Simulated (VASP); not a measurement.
Set up this calculation in VASP 6.6.1, as the native input.

```
Task                   : single point
Functional             : PBEsol
Potentials or basis    : VASP PAW PBE potentials, release 64 (In_d, Se)
Cutoff                 : 520 eV
k mesh                 : 8 × 8 × 6
Occupations            : gaussian, width 0.05 eV
Spin                   : no spin polarisation
Dipole correction      : no
Further INCAR settings : ALGO = Normal; EDIFF = 1e-07; NBANDS = 27
```

The structure of InSe lies in POSCAR:

```
InSe
1.0
    5.8749264423     -2.0552742521     -0.0052948673
    5.8749264423      2.0552742521     -0.0052948673
   -1.6051187023      0.0000000000      4.2720903652
In Se
2 2
Direct
    0.8890014169      0.8890014169      0.0524696076
    0.1141973411      0.1141973411      0.9709460661
    0.6547212217      0.6547212217      0.6374867706
    0.3452787783      0.3452787783      0.3625132294
```

This cell differs from its parent crystal: atom 1 (In) moved +0.100 Å along Cartesian [0 0 1].

One way to write it, as run:

INCAR

```
PREC = Accurate
ENCUT = 520
EDIFF = 1E-7
ISMEAR = 0
SIGMA = 0.05
LREAL = F
LASPH = T
NELM = 80
ALGO = Normal
ISIF = 2
LWAVE = F
LCHARG = F
GGA = PS
NBANDS = 27
```

KPOINTS

```
regular mesh
0
Gamma
  8 8 6
```

Potentials or basis: VASP PAW PBE potentials, release 64 (In_d, Se).

Command:

```sh
$ cat potpaw_PBE.64/In_d/POTCAR potpaw_PBE.64/Se/POTCAR > POTCAR
$ mpirun -np 1 vasp_std > vasp.out
```

It gave:

* Pressure: 0.3 GPa
* Largest force: 0.422 eV/Å
* Band gap on the k mesh: 0.70 eV (least direct gap 0.97 eV)

Caveat: the cell differs from its parent crystal (atom 1 (In) moved +0.100 Å along Cartesian [0 0 1]); the PAW data sets were made with another functional, which shifts forces and pressure a little; spin-orbit coupling is left out, which moves the levels of the heavy elements.

Run time: 8.7 min on 1 thread of Intel Xeon 8259CL (shared host), peak memory 0.46 GiB.
